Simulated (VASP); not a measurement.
## Ru: single point with PBE

The system is Ru.

```xyz
2
Lattice="2.6652 0.0000 0.0000 -1.3326 2.3081 0.0000 0.0000 0.0000 4.3461" Properties=species:S:1:pos:R:3 pbc="T T T"
Ru    0.0000    1.5388    1.0865
Ru    1.3326    0.7694    3.2596
```

This cell differs from its parent crystal: strain -0.015 along x and y, +0.015 along z.

```
Program             : VASP 6.6.1
Task                : single point
Functional          : PBE
Potentials or basis : VASP PAW PBE potentials, release 64 (Ru_pv)
Cutoff              : 500 eV
k mesh              : 24 × 24 × 12
Occupations         : gaussian, width 0.15 eV
Spin                : no spin polarisation
```

```yaml
Pressure: 9.8 GPa
Band_gap_on_the_k_mesh: zero (bands 14 and 15 overlap by 3.23 eV)
```

Stress tensor (GPa, compression positive):
```
15.07  0.00  0.00
 0.00 15.07  0.00
 0.00  0.00 -0.74
```

Levels at points of the mesh, in eV from the Fermi level:
```
           k point  band 12  band 13  band 14  band 15  band 16  band 17
(0.00, 0.00, 0.00)    -2.01    -2.01    -1.20    -1.20     0.95     1.20
(0.50, 0.00, 0.00)    -1.72    -1.72     1.64     1.82     2.00     4.21
(0.00, 0.00, 0.50)    -2.74    -2.74    -2.74     0.53     0.53     0.53
(0.50, 0.00, 0.50)    -0.98     0.46     0.46     1.86     1.86     3.47
```

Run time: 3.7 min on 1 thread of Intel Xeon 8259CL, with other jobs on the host, peak memory 0.28 GiB.

Caveat: the cell differs from its parent crystal (strain -0.015 along x and y, +0.015 along z); the cell stands under pressure.
